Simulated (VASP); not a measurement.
Here is a VASP 6.6.1 calculation.

Contents of INCAR:

```
PREC = Accurate
ENCUT = 500
EDIFF = 1E-6
ISMEAR = 0
SIGMA = 0.2
LREAL = F
LASPH = T
NELM = 120
ALGO = Normal
ISIF = 2
LWAVE = F
LCHARG = F
GGA = PE
NBANDS = 28
GGA_COMPAT = F
```

Contents of KPOINTS:

```
regular mesh
0
Gamma
  4 4 4
```

Contents of POSCAR:

```
TeW
1.0
    0.0000000000      3.4238085867      3.4238085867
    3.4238085867      0.0000000000      3.4238085867
    3.4238085867      3.4238085867      0.0000000000
Te W
2 2
Direct
    0.7500000000      0.7500000000      0.7500000000
    0.5000000000      0.5000000000      0.5000000000
    0.0000000000      0.0000000000      0.0000000000
    0.2500000000      0.2500000000      0.2500000000
```

Potentials or basis: VASP PAW PBE potentials, release 64 (Te, W_sv).

The run is started by

```bash
$ cat potpaw_PBE.64/Te/POTCAR potpaw_PBE.64/W_sv/POTCAR > POTCAR
$ mpirun -np 1 vasp_std > vasp.out
```

(1) Predict the pressure.

(2) Estimate the band gap on the k mesh.

## Answers

(1) 0.0 GPa.

(2) zero (bands 20 and 21 overlap by 1.30 eV).

Caveat: the k points lie up to 0.40 Å⁻¹ apart, too coarse for converged energies and pressures of a metal; spin-orbit coupling is left out, which moves the levels of the heavy elements.
